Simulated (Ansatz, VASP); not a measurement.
CdTe in VASP and in Ansatz

```
Cd Te
1.0
     0.00000    3.31275    3.23338
     3.31275    0.00000    3.23338
     3.31275    3.31275    0.00000
Cd Te
1 1
Direct
  0.00000 0.00000 0.00000
  0.25000 0.25000 0.25000
```

Change from the starting cell: epitaxial_xy strain +1.0%.

Alike in both runs: task single point; functional PBE; k mesh 6 × 6 × 6; occupations fermi-dirac, width 0.02 eV; no spin polarisation.

```csv
,VASP,Ansatz
version,VASP 6.6.1,Ansatz 0.2.0
potentials or method,"VASP PAW PBE potentials, release 64 (Cd, Te)","plane waves, PAW"
plane-wave cutoff (eV),520,420
valence electrons in the cell,18,36
```

|  | VASP | Ansatz | Ansatz less VASP |
| --- | --- | --- | --- |
| pressure (GPa) | 0.9 | 0.8 | -0.11 |
| traceless stress, the component that is largest in VASP (GPa) | 0.24 | 0.25 | +0.002 |

VASP's potentials hold 18 valence electrons a cell and Ansatz's 36, so a difference there can come from the potentials and not from the codes.

Neither program's run includes spin-orbit coupling.
